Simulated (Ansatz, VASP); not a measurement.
# BN in VASP and in Ansatz

```
B N
1.0
     4.43120    0.00000    0.00000
     0.00000    4.43120    0.00000
     0.00000    0.00000    2.76650
B N
4 4
Direct
  0.17413 0.82587 0.50000
  0.32587 0.32587 0.00000
  0.67413 0.67413 0.00000
  0.82587 0.17413 0.50000
  0.81239 0.81239 0.50000
  0.31239 0.68761 0.00000
  0.68761 0.31239 0.00000
  0.18761 0.18761 0.50000
```

Alike in both runs: task single point; functional PBEsol; k mesh 6 × 6 × 10; occupations gaussian, width 0.05 eV; no spin polarisation.

```csv
,VASP,Ansatz
version,VASP 6.6.1,Ansatz 0.2.0
potentials or method,"VASP PAW PBE potentials, release 64 (B, N), cutoff 520 eV","scalar-relativistic, plane waves, PAW"
valence electrons in the cell,32,32
```

Ansatz gave:

* gap on the k mesh at the Fermi level (eV): 4.58
* least direct gap on the mesh (eV): 4.61
* rms of the force components (eV/Å): 0.102

Problem. Which values does VASP return?

Solution. gap on the k mesh at the Fermi level (eV): 4.57; least direct gap on the mesh (eV): 4.61; rms of the force components (eV/Å): 0.110.

VASP's potentials were made for PBE, not for PBEsol, and Ansatz warns of the same on its side. Atom by atom the forces differ by 0.014 eV/Å (rms over components). The functional is the same, so the differences come from potentials, cutoffs and numerics.
